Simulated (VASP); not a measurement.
Write the native input for VASP 6.6.1 that does the following.

| Item | Value |
| --- | --- |
| Task | relaxation of cell and atoms |
| Functional | PBEsol |
| Potentials or basis | VASP PAW PBE potentials, release 64 (Hg, Te) |
| Cutoff | 600 eV |
| k mesh | 7 × 7 × 7 |
| Occupations | fermi-dirac, width 0.05 eV |
| Spin | no spin polarisation |
| Target pressure | 30 GPa |
| Dipole correction | no |
| Further INCAR settings | ALGO = Normal; EDIFF = 1e-07; IBRION = 2; EDIFFG = -0.02; NSW = 80; ISIF = 3 |

The structure of HgTe (Coloradoite) lies in POSCAR:

```
HgTe
1.0
    0.0000000000      3.2145000000      3.2145000000
    3.2145000000      0.0000000000      3.2145000000
    3.2145000000      3.2145000000      0.0000000000
Hg Te
1 1
Direct
    0.0000000000      0.0000000000      0.0000000000
    0.7500000000      0.7500000000      0.7500000000
```

These files were run (other wordings do the same):

INCAR

```
  ALGO = Normal
  EDIFF = 1E-7
  EDIFFG = -0.02
  ENCUT = 600
  GGA = PS
  IBRION = 2
  ISIF = 3
  ISMEAR = -1
  LASPH = True
  LCHARG = False
  LREAL = False
  LWAVE = False
  NELM = 80
  NSW = 80
  PREC = Accurate
  PSTRESS = 300.0
  SIGMA = 0.05
```

KPOINTS

```
k-points
0
Gamma
  7 7 7
```

Potentials or basis: VASP PAW PBE potentials, release 64 (Hg, Te).

Run with:

```bash
$ cat potpaw_PBE.64/Hg/POTCAR potpaw_PBE.64/Te/POTCAR > POTCAR
$ mpirun -np 1 vasp_std > vasp.out
```

Results of the run:

```
Relaxed volume                                         : 25.22 Å³/atom
Relaxed cell                                           : a = 4.147 Å, b = 4.147 Å, c = 4.147 Å, α = 60.00°, β = 60.00°, γ = 60.00°
Space group after relaxing (to 0.05 Å)                 : F-43m (No. 216)
Energy change on relaxing (the enthalpy is what falls) : +630.1 meV/atom
Ionic steps                                            : 16
Pressure after relaxing                                : 30.0 GPa
Band gap on the k mesh                                 : zero (filled and empty bands touch)
```

Caveat: the cell is relaxed towards a set pressure, so the enthalpy falls and the energy may rise; the volume moved by over 15 % at a fixed basis, so the end points are rough; the PAW data sets were made with another functional, which shifts forces and pressure a little; spin-orbit coupling is left out, which moves the levels of the heavy elements.

It took 2.7 min on 1 thread of Intel Xeon 6455B, on a shared host, peak memory 0.24 GiB.
